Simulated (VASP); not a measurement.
Set up this calculation in VASP 6.6.1, as the native input.

| Property | Result |
| --- | --- |
| Task | relaxation of cell and atoms |
| Functional | PBE |
| Potentials or basis | VASP PAW PBE potentials, release 64 (Cs_sv, Se, I) |
| Cutoff | 600 eV |
| k mesh | 4 × 4 × 4 |
| Occupations | gaussian, width 0.1 eV |
| Spin | no spin polarisation |
| Dipole correction | no |
| Further INCAR settings | ALGO = Normal; EDIFF = 1e-06; IBRION = 2; EDIFFG = -0.04; NSW = 90; ISIF = 3 |

The structure of CsSe2I6 lies in POSCAR:

```
CsSe2I6
1.0
    0.0000000000      5.7205774400      5.7205774400
    5.7205774400      0.0000000000      5.7205774400
    5.7205774400      5.7205774400      0.0000000000
Cs Se I
1 2 6
Direct
    0.0000000000      0.0000000000      0.0000000000
    0.2500000000      0.2500000000      0.2500000000
    0.7500000000      0.7500000000      0.7500000000
    0.2432199900      0.7567800100      0.2432199900
    0.7567800100      0.2432199900      0.7567800100
    0.7567800100      0.2432199900      0.2432199900
    0.7567800100      0.7567800100      0.2432199900
    0.2432199900      0.7567800100      0.7567800100
    0.2432199900      0.2432199900      0.7567800100
```

The cell was generated, and may not be a known phase.

The input as run:

INCAR

```
ALGO = Normal
EDIFF = 1E-6
EDIFFG = -0.04
ENCUT = 600
GGA = PE
IBRION = 2
ISIF = 3
ISMEAR = 0
LASPH = True
LCHARG = False
LREAL = False
LWAVE = False
NELM = 80
NSW = 90
PREC = Accurate
SIGMA = 0.1
```

KPOINTS

```
k-points
0
Gamma
  4 4 4
```

Potentials or basis: VASP PAW PBE potentials, release 64 (Cs_sv, Se, I).

Launch:

```console
$ cat potpaw_PBE.64/Cs_sv/POTCAR potpaw_PBE.64/Se/POTCAR potpaw_PBE.64/I/POTCAR > POTCAR
$ mpirun -np 1 vasp_std > vasp.out
```

Results of the run:

```json
{
  "Relaxed volume": "46.52 Å³/atom",
  "Relaxed cell": "a = 8.397 Å, b = 8.397 Å, c = 8.397 Å, α = 60.00°, β = 60.00°, γ = 60.00°",
  "Space group after relaxing (to 0.1 Å)": "Fm-3m (No. 225)",
  "Pressure after relaxing": "-0.1 GPa",
  "Largest force after relaxing": "0.024 eV/Å",
  "Band gap on the k mesh": "zero (an odd number of electrons rules out a gap without spin polarisation)"
}
```

Caveat: spin-orbit coupling is left out, which moves the levels of the heavy elements; an odd number of electrons without spin polarisation forces a metal; a magnetic or distorted state may lie lower.

Run time: 40 min on 1 thread of Intel(R) Xeon(R) 6975P-C (Granite Rapids) (shared host), peak memory 0.83 GiB.
